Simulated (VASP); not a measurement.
AlN:

```
CELL_PARAMETERS angstrom
0.00000 1.95127 1.95127
1.95127 0.00000 1.95127
1.95127 1.95127 0.00000
ATOMIC_POSITIONS crystal
Al 0.00000 0.00000 0.00000
N 0.50000 0.50000 0.50000
```

This cell differs from its parent crystal: volume scaled by 0.96.

Base run:

| Property | Result |
| --- | --- |
| Program | VASP 6.6.1 |
| Functional | PBE |
| Potentials or basis | VASP PAW PBE potentials, release 64 (Al, N) |
| Cutoff | 520 eV |
| k mesh | 10 × 10 × 10 |
| Occupations | fermi-dirac, width 0.02 eV |
| Spin | no spin polarisation |

Its results: band gap on the k mesh 5.10 eV, indirect (least direct gap 7.30 eV); pressure 40.6 GPa.

Q: The run is repeated on the same cell with these changes: functional from PBE to LDA; potentials or basis from VASP PAW PBE potentials, release 64 (Al, N) to VASP PAW LDA potentials, release 64 (Al, N). What comes out?

A: Band gap on the k mesh 4.98 eV, indirect (least direct gap 7.39 eV); pressure 27.7 GPa.

A k mesh can miss the band edges.
